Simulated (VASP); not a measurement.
# AsHCl (P4/nmm) in VASP: single point with r2SCAN

Aim: the single point of AsHCl with r2SCAN.

Program: VASP 6.6.1. These are calculated values, not measurements. Logs are shortened: lines on timing, memory, paths and dates and some standing lists are left out, and cuts for length are marked.

## Step 1: The cell of the first run

The structure is tetragonal, space group P4/nmm (No. 129). Conventional cell: a = 3.626 Å, b = 3.626 Å, c = 7.435 Å, α = 90.00°, β = 90.00°, γ = 90.00°. As (site symmetry 4mm) has 4 H at 2.01 Å within 2.7 Å. Within 2.7 Å of H (site symmetry -4m2) lie 4 As at 2.01 Å and 4 H at 2.56 Å. Cl (site symmetry 4mm) has 4 H at 2.93 Å and 5 As at 2.94 to 3.16 Å and 8 Cl at 3.63 to 3.83 Å within 3.9 Å.

## Step 2: Single point, r2SCAN

Contents of POSCAR:

```
AsHCl
1.0
    3.6258200000      0.0000000000      0.0000000000
    0.0000000000      3.6258200000      0.0000000000
    0.0000000000      0.0000000000      7.4349040000
As H Cl
2 2 2
Direct
    0.0000000000      0.5000000000      0.1157606549
    0.5000000000      0.0000000000      0.8842393451
    0.0000000000      0.0000000000      0.0000000000
    0.5000000000      0.5000000000      0.0000000000
    0.0000000000      0.5000000000      0.6911460368
    0.5000000000      0.0000000000      0.3088539632
```

Contents of INCAR.step1:

```
SYSTEM = AsHCl
PREC = Accurate
ENCUT = 520
ISMEAR = 0
SIGMA = 0.2374
LREAL = .FALSE.
LASPH = .TRUE.
NELM = 100
NBANDS = 22
GGA = PE
ALGO = Normal
EDIFF = 1E-4
LWAVE = .TRUE.
LCHARG = .FALSE.
```

Contents of INCAR.step2:

```
SYSTEM = AsHCl
PREC = Accurate
ENCUT = 520
EDIFF = 1E-6
ISMEAR = 0
SIGMA = 0.2374
LREAL = .FALSE.
LASPH = .TRUE.
NELM = 100
ALGO = Normal
ISIF = 2
LWAVE = .FALSE.
LCHARG = .TRUE.
METAGGA = R2SCAN
LMIXTAU = .TRUE.
LELF = .TRUE.
LVHAR = .TRUE.
NBANDS = 22
ISTART = 1
```

Contents of KPOINTS:

```
Automatic mesh
0
G
  8 8 4
  0 0 0
```

Potentials or basis: VASP PAW PBE potentials, release 64 (As, H, Cl).

Started as:

```bash
cat potpaw_PBE.64/As/POTCAR potpaw_PBE.64/H/POTCAR potpaw_PBE.64/Cl/POTCAR > POTCAR
cp INCAR.step1 INCAR
mpirun -np 1 vasp_std > vasp.out
cp INCAR.step2 INCAR
mpirun -np 1 vasp_std > vasp.out
```

OUTCAR:

```text
SYSTEM = AsHCl
   PREC = Accurate
   ENCUT = 520
   EDIFF = 1E-6
   ISMEAR = 0
   LREAL = .FALSE.
   LASPH = .TRUE.
   NELM = 100
   ISIF = 2
   METAGGA = R2SCAN
   ISTART = 1

 ion  position               nearest neighbor table
   1  0.000  0.500  0.116-
   2  0.500  0.000  0.884-
   3  0.000  0.000  0.000-
   4  0.500  0.500  0.000-
   5  0.000  0.500  0.691-
   6  0.500  0.000  0.309-

  LATTYP: Found a simple tetragonal cell.
 ALAT       =     3.6258200000
 C/A-ratio  =     2.0505441528

  Lattice vectors:

 A1 = (   3.6258200000,   0.0000000000,   0.0000000000)
 A2 = (   0.0000000000,   3.6258200000,   0.0000000000)
 A3 = (   0.0000000000,   0.0000000000,   7.4349040000)

Analysis of symmetry for initial positions (statically):
=====================================================================
 Subroutine PRICEL returns:
 Original cell was already a primitive cell.

 Routine SETGRP: Setting up the symmetry group for a
 simple tetragonal supercell.

 Subroutine GETGRP returns: Found 16 space group operations
 (whereof  8 operations were pure point group operations)
 out of a pool of 16 trial point group operations.

The static configuration has the point symmetry D_2d.
 The point group associated with its full space group is D_4h.

Analysis of symmetry for dynamics (positions and initial velocities):
=====================================================================
 Subroutine PRICEL returns:
 Original cell was already a primitive cell.

 Routine SETGRP: Setting up the symmetry group for a
 simple tetragonal supercell.

 Subroutine GETGRP returns: Found 16 space group operations
 (whereof  8 operations were pure point group operations)
 out of a pool of 16 trial point group operations.

The dynamic configuration has the point symmetry D_2d.
 The point group associated with its full space group is D_4h.

 Subroutine INISYM returns: Found 16 space group operations
 (whereof  8 operations are pure point group operations),
 and found     1 'primitive' translations

----------------------------------------------------------------------------------------

                                     Primitive cell

  volume of cell :      97.7435

  direct lattice vectors                    reciprocal lattice vectors
     3.625820000  0.000000000  0.000000000     0.275799681  0.000000000  0.000000000
     0.000000000  3.625820000  0.000000000     0.000000000  0.275799681  0.000000000
     0.000000000  0.000000000  7.434904000     0.000000000  0.000000000  0.134500728

  length of vectors
     3.625820000  3.625820000  7.434904000     0.275799681  0.275799681  0.134500728

  position of ions in fractional coordinates (direct lattice)
     0.000000000  0.500000000  0.115760655
     0.500000000  0.000000000  0.884239345
     0.000000000  0.000000000  0.000000000
     0.500000000  0.500000000  0.000000000
     0.000000000  0.500000000  0.691146037
     0.500000000  0.000000000  0.308853963

  ion indices of the primitive-cell ions
   primitive index   ion index
                 1           1
                 2           2
                 3           3
                 4           4
                 5           5
                 6           6

----------------------------------------------------------------------------------------

 KPOINTS: Automatic mesh

Automatic generation of k-mesh.
 Grid dimensions read from file:
 generate k-points for:    8    8    4

 Generating k-lattice:

  Cartesian coordinates                     Fractional coordinates (reciprocal lattice)
     0.034474960  0.000000000  0.000000000     0.125000000  0.000000000  0.000000000
     0.000000000  0.034474960  0.000000000     0.000000000  0.125000000  0.000000000
     0.000000000  0.000000000  0.033625182     0.000000000  0.000000000  0.250000000

  Length of vectors
     0.034474960  0.034474960  0.033625182

  Shift w.r.t. Gamma in fractional coordinates (k-lattice)
     0.000000000  0.000000000  0.000000000

 Subroutine IBZKPT returns following result:
 ===========================================

 Found     45 irreducible k-points:

 Following reciprocal coordinates:
            Coordinates               Weight
  0.000000  0.000000  0.000000      1.000000
  0.125000  0.000000  0.000000      4.000000
  0.250000  0.000000  0.000000      4.000000
  0.375000  0.000000  0.000000      4.000000
  0.500000  0.000000  0.000000      2.000000
  0.125000  0.125000  0.000000      4.000000
[... 16 lines left out ...]
  0.375000  0.125000  0.250000     16.000000
  0.500000  0.125000  0.250000      8.000000
 [... further k-points ...]
   k-points           NKPTS =     45   k-points in BZ     NKDIM =     45   number of bands    NBANDS=     22
   number of dos      NEDOS =    301   number of ions     NIONS =      6
   total plane-waves  NPLWV =  43904
   dimension x,y,z NGX =    28 NGY =   28 NGZ =   56
   dimension x,y,z NGXF=    56 NGYF=   56 NGZF=  112
   ions per type =               2   2   2
   NGX,Y,Z   is equivalent  to a cutoff of  12.84, 12.84, 12.52 a.u.
   NGXF,Y,Z  is equivalent  to a cutoff of  25.68, 25.68, 25.04 a.u.
 SYSTEM =  AsHCl
   PREC   = accura    normal or accurate (medium, high low for compatibility)
   ISTART =      1    job   : 0-new  1-cont  2-samecut
   ICHARG =      0    charge: 1-file 2-atom 10-const
   ISPIN  =      1    spin polarized calculation?
   LNONCOLLINEAR =      F non collinear calculations
   LSORBIT =      F    spin-orbit coupling
   LASPH  =      T    aspherical Exc in radial PAW
   ENCUT  =  520.0 eV  38.22 Ry    6.18 a.u.   6.74  6.74 13.82*2*pi/ulx,y,z
   NELM   =    100;   NELMIN=  2; NELMDL=  0     # of ELM steps
   EDIFF  = 0.1E-05   stopping-criterion for ELM
   LREAL  =      F    real-space projection
   EDIFFG = 0.1E-04   stopping-criterion for IOM
   NSW    =      0    number of steps for IOM
   IBRION =     -1    ionic relax: 0-MD 1-quasi-New 2-CG
   NFREE  =      0    steps in history (QN), initial steepest desc. (CG)
   ISIF   =      2    stress and relaxation
   ISYM   =      2    0-nonsym 1-usesym 2-fastsym
   POTIM  = 0.5000    time-step for ionic-motion
   TEBEG  =    0.0;   TEEND  =   0.0 temperature during run
   PSTRESS=    0.0 pullay stress
   NELECT =      26.0000    total number of electrons
   NUPDOWN=      -1.0000    fix difference up-down
   EMIN   =  10.00;   EMAX   =-10.00  energy-range for DOS
   EFERMI =   0.00;   METHOD = LEGACY
   ISMEAR =     0;   SIGMA  =   0.24  broadening in eV -4-tet -1-fermi 0-gaus
   EFERMI_NEDOS =   21; number of points for ismear=-14 and -15
   IALGO  =     38    algorithm
   IMIX   =      4    mixing-type and parameters
     AMIX     =   0.40;   BMIX     =  1.00
     AMIX_MAG =   1.60;   BMIX_MAG =  1.00
  volume/ion in A,a.u.               =      16.29       109.93
  Fermi-wavevector in a.u.,A,eV,Ry     =   1.052858  1.989614 15.082207  1.108511
  Thomas-Fermi vector in A             =   2.187958
   LORBIT       =      0    0 simple, 1 ext, 2 COOP (PROOUT), +10 PAW based schemes
   METAGGA = R2SCAN    functional components
   LHFCALC =     F    Hartree Fock is set to
   AEXX    =    0.0000 exact exchange contribution
   IVDW    =     0    specifies the selected vdW correction
   LEPSILON=     F    determine dielectric tensor
   LRPA    =     F    only Hartree local field effects (RPA)
 non-spin polarized calculation
 Gauss-broadening in eV      SIGMA  =   0.24
  energy-cutoff  :      520.00
  volume of cell :       97.74
 maximum number of plane-waves:      2660
 NGX is ok and might be reduce to    28
   NGX = 13   NGY = 13   NGZ = 27

 number of electron      26.0000003 magnetization

 Free energy of the ion-electron system (eV)
  ---------------------------------------------------
  ext. energy  EPLUGINS =         0.00000000
  ---------------------------------------------------
  free energy    TOTEN  =       -46.12260585 eV

  energy without entropy =      -46.07380363  energy(sigma->0) =      -46.09820474

 E-fermi :   3.2990     XC(G=0):  -9.8247

 val. band max:        3.2258387879   @ k =   0.3750   0.3750   0.0000
 cond. band min:       3.4122970657   @ k =   0.3750   0.2500   0.5000
 fundamental gap:      0.1864582778
 Fermi energy:         3.2989634343

 k-point     1 :       0.0000    0.0000    0.0000
  band No.  band energies     occupation
      1     -13.4977      2.00000
      2     -12.6397      2.00000
      3     -10.8497      2.00000
      4      -6.5629      2.00000
      5      -0.5562      2.00000
      6      -0.5562      2.00000
[... 14 lines left out ...]
     21      11.7740      0.00000
     22      11.8990      0.00000

 k-point     2 :       0.1250    0.0000    0.0000
  band No.  band energies     occupation
      1     -13.3819      2.00000
      2     -12.5883      2.00000
      3     -10.7735      2.00000
      4      -6.7639      2.00000
      5      -1.8582      2.00000
      6      -0.9052      2.00000
[... 14 lines left out ...]
     21      11.7306      0.00000
     22      11.8779      0.00000

 k-point     3 :       0.2500    0.0000    0.0000
  band No.  band energies     occupation
      1     -13.0678      2.00000
      2     -12.4633      2.00000
      3     -10.5422      2.00000
      4      -7.4356      2.00000
      5      -2.8531      2.00000
      6      -2.0225      2.00000
[... 14 lines left out ...]
     21      12.1025      0.00000
     22      12.9049      0.00000

 k-point     4 :       0.3750    0.0000    0.0000
  band No.  band energies     occupation
      1     -12.6736      2.00000
      2     -12.3545      2.00000
      3     -10.1230      2.00000
      4      -8.4529      2.00000
      5      -3.2419      2.00000
      6      -2.8380      2.00000
[... 14 lines left out ...]
     21      12.3242      0.00000
     22      12.3643      0.00000

 k-point     5 :       0.5000    0.0000    0.0000
  band No.  band energies     occupation
      1     -12.3979      2.00000
      2     -12.3979      2.00000
      3      -9.4290      2.00000
      4      -9.4290      2.00000
      5      -3.2367      2.00000
      6      -3.2367      2.00000
[... 14 lines left out ...]
     21      12.1845      0.00000
     22      12.1845      0.00000

 k-point     6 :       0.1250    0.1250    0.0000
  band No.  band energies     occupation
      1     -13.2710      2.00000
      2     -12.5394      2.00000
      3     -10.6928      2.00000
      4      -6.8849      2.00000
      5      -2.4672      2.00000
      6      -1.1582      2.00000
[... 14 lines left out ...]
     21      11.4620      0.00000
     22      12.1371      0.00000

 k-point     7 :       0.2500    0.1250    0.0000
  band No.  band energies     occupation
      1     -12.9731      2.00000
      2     -12.4206      2.00000
      3     -10.4461      2.00000
      4      -7.3918      2.00000
      5      -3.2843      2.00000
      6      -1.9649      2.00000
[... 324 lines left out ...]
      6      -3.1414      2.00000
[... 14 lines left out ...]
     21      12.3388      0.00000
     22      12.3388      0.00000

 k-point    21 :       0.1250    0.1250    0.2500
  band No.  band energies     occupation
      1     -13.2256      2.00000
      2     -12.6174      2.00000
      3     -10.6522      2.00000
      4      -6.8780      2.00000
      5      -2.4572      2.00000
      6      -1.2735      2.00000
[... 14 lines left out ...]
     21      11.8037      0.00000
     22      12.4601      0.00000

 k-point    22 :       0.2500    0.1250    0.2500
  band No.  band energies     occupation
      1     -12.9308      2.00000
      2     -12.4814      2.00000
      3     -10.4276      2.00000
      4      -7.3823      2.00000
      5      -3.2878      2.00000
      6      -1.9261      2.00000
[... 14 lines left out ...]
     21      12.3210      0.00000
     22      12.8285      0.00000

 k-point    23 :       0.3750    0.1250    0.2500
  band No.  band energies     occupation
      1     -12.5766      2.00000
      2     -12.3495      2.00000
      3     -10.0039      2.00000
      4      -8.3170      2.00000
      5      -3.4467      2.00000
      6      -2.6755      2.00000
[... 14 lines left out ...]
     21      12.3561      0.00000
     22      12.9709      0.00000

 k-point    24 :       0.5000    0.1250    0.2500
  band No.  band energies     occupation
      1     -12.3528      2.00000
      2     -12.3528      2.00000
      3      -9.2911      2.00000
      4      -9.2911      2.00000
      5      -3.1805      2.00000
      6      -3.1805      2.00000
[... 14 lines left out ...]
     21      12.8182      0.00000
     22      12.8182      0.00000

 [... further k-points ...]
[... 5 lines left out ...]
  --------------------------------------------------------------------------------------
  -------------------------------------------------------------------------------------
  Total       -0.2090168     -0.2090168     -0.1996720      0.0000000      0.0000000      0.0000000
  in kB       -3.4261312     -3.4261312     -3.2729539      0.0000000      0.0000000      0.0000000
  external PRESSURE =      -3.3750721 kB  Pullay stress =       0.0000000 kB

 VOLUME and BASIS-vectors are now :
 -----------------------------------------------------------------------------
  energy-cutoff  :      520.00
  volume of cell :       97.74
      direct lattice vectors                 reciprocal lattice vectors
     3.625820000  0.000000000  0.000000000     0.275799681  0.000000000  0.000000000
     0.000000000  3.625820000  0.000000000     0.000000000  0.275799681  0.000000000
     0.000000000  0.000000000  7.434904000     0.000000000  0.000000000  0.134500728

 POSITION                                       TOTAL-FORCE (eV/Angst)
 -----------------------------------------------------------------------------------
      0.00000      1.81291      0.86067        -0.000000     -0.000000      0.007115
      1.81291      0.00000      6.57423        -0.000000      0.000000     -0.007115
      0.00000      0.00000      0.00000        -0.000000     -0.000000      0.000000
      1.81291      1.81291      0.00000         0.000000      0.000000      0.000000
      0.00000      1.81291      5.13860        -0.000000      0.000000      0.009872
      1.81291      0.00000      2.29630        -0.000000     -0.000000     -0.009872
 -----------------------------------------------------------------------------------
    total drift:                                0.000000     -0.000000     -0.000000

  FREE ENERGIE OF THE ION-ELECTRON SYSTEM (eV)
  ---------------------------------------------------
  free  energy   TOTEN  =       -46.1226058513 eV

  energy  without entropy=      -46.0738036338  energy(sigma->0) =      -46.09820474
```

Run time: 3.7 min. Hardware: 1 thread of Intel Xeon Platinum 8488C (Sapphire Rapids), shared host; peak memory 0.26 GiB.

Results:

```yaml
Free_energy: -46.1226 eV
Pressure: -0.3 GPa
Largest_force: 0.010 eV/Å
Band_gap_on_the_k_mesh: zero (bands 13 and 14 overlap by 1.27 eV)
```

Forces in eV/Å, atoms in the order of the input:
```
As   0.000  0.000  0.007
As   0.000  0.000 -0.007
H    0.000  0.000  0.000
H    0.000  0.000  0.000
Cl   0.000  0.000  0.010
Cl   0.000  0.000 -0.010
```

Caveat: the PAW data sets were made with another functional, which shifts forces and pressure a little.
